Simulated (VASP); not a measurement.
Here is a VASP 6.6.1 calculation.

File POSCAR:

```
KBr
1.0
    0.0000000000      3.3000000000      3.3000000000
    3.3000000000      0.0000000000      3.3000000000
    3.3000000000      3.3000000000      0.0000000000
K Br
1 1
Direct
    0.0000000000      0.0000000000      0.0000000000
    0.5000000000      0.5000000000      0.5000000000
```

The input INCAR.step1:

```
  PREC = Accurate
  ENCUT = 520
  ISMEAR = 0
  SIGMA = 0.02
  LREAL = False
  LASPH = True
  NELM = 60
  NBANDS = 15
  GGA = PE
  ALGO = Normal
  EDIFF = 1E-4
  LWAVE = True
  LCHARG = False
```

Contents of INCAR.step2:

```
  PREC = Accurate
  ENCUT = 520
  EDIFF = 1E-7
  ISMEAR = 0
  SIGMA = 0.02
  LREAL = False
  LASPH = True
  NELM = 60
  ALGO = Normal
  ISIF = 2
  LWAVE = False
  LCHARG = False
  METAGGA = R2SCAN
  LMIXTAU = True
  NBANDS = 15
  ISTART = 1
```

KPOINTS

```
Automatic mesh
0
Gamma
  6 6 6
```

Potentials or basis: VASP PAW PBE potentials, release 64 (K_sv, Br).

Run with:

```bash
$ cat potpaw_PBE.64/K_sv/POTCAR potpaw_PBE.64/Br/POTCAR > POTCAR
$ cp INCAR.step1 INCAR
$ mpirun -np 1 vasp_std > vasp.out
$ cp INCAR.step2 INCAR
$ mpirun -np 1 vasp_std > vasp.out
```

Predict the pressure.

0.1 GPa.

Predict the band gap on the k mesh.

5.08 eV, direct.

Caveat: the PAW data sets were made with another functional, which shifts forces and pressure a little. r2SCAN opens gaps a little over a GGA but as a rule still falls short of measured ones.
